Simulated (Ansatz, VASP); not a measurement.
## Ag: VASP beside Ansatz

The input INCAR:

```
ALGO = Normal
EDIFF = 1E-6
ENCUT = 520
GGA = PE
ISIF = 2
ISMEAR = 0
LASPH = T
LCHARG = F
LREAL = F
LWAVE = F
NBANDS = 24
NELM = 60
PREC = Accurate
SIGMA = 0.1
```

Contents of KPOINTS:

```
k-points
0
Gamma
  6 6 6
```

Contents of POSCAR:

```
Ag
1.0
    1.4730471633      0.8504641762      7.2046500000
   -1.4730471633      0.8504641762      7.2046500000
    0.0000000000     -1.7009283525      7.2046500000
Ag
3
Direct
    0.0000000000      0.0000000000      0.0000000000
    0.7777190000      0.7777190000      0.7777190000
    0.2222810000      0.2222810000      0.2222810000
```

Input for Ansatz:

```yaml
crystal:
  lattice:
    - [1.4730471633, 0.8504641762, 7.20465]
    - [-1.4730471633, 0.8504641762, 7.20465]
    - [0.0, -1.7009283525, 7.20465]
  atoms:
    - { symbol: Ag, position: [0.0, 0.0, 0.0] }
    - { symbol: Ag, position: [0.777719, 0.777719, 0.777719] }
    - { symbol: Ag, position: [0.222281, 0.222281, 0.222281] }
basis:
  ecutwfc: 420
kpoints:
  mp_grid: { grid: [6, 6, 6] }
hamiltonian:
  xc: pbe
scf:
  occupations: { method: gaussian, width: 0.1 }
output:
  forces: true
  stress: true
  eigenvalues: true
```

Alike in both runs: task single point; functional PBE; k mesh 6 × 6 × 6; occupations gaussian, width 0.1 eV; no spin polarisation.

```csv
,VASP,Ansatz
version,VASP 6.6.1,Ansatz 0.2.0
potentials or method,"VASP PAW PBE potentials, release 64 (Ag), cutoff 520 eV","scalar-relativistic, plane waves, PAW"
valence electrons in the cell,33,57
```

|  | VASP | Ansatz | Ansatz less VASP |
| --- | --- | --- | --- |
| gap on the k mesh at the Fermi level (eV) | none | none | - |
| pressure (GPa) | -0.2 | -0.1 | +0.10 |
| traceless stress, the component that is largest in VASP (GPa) | -0.61 | -0.61 | -0.007 |

A gap of «none» marks a metal or a gap that the smearing closes. VASP's potentials hold 33 valence electrons a cell and Ansatz's 57, so a difference there can come from the potentials and not from the codes.

The k mesh is coarse, so the values compare programs but aren't converged.
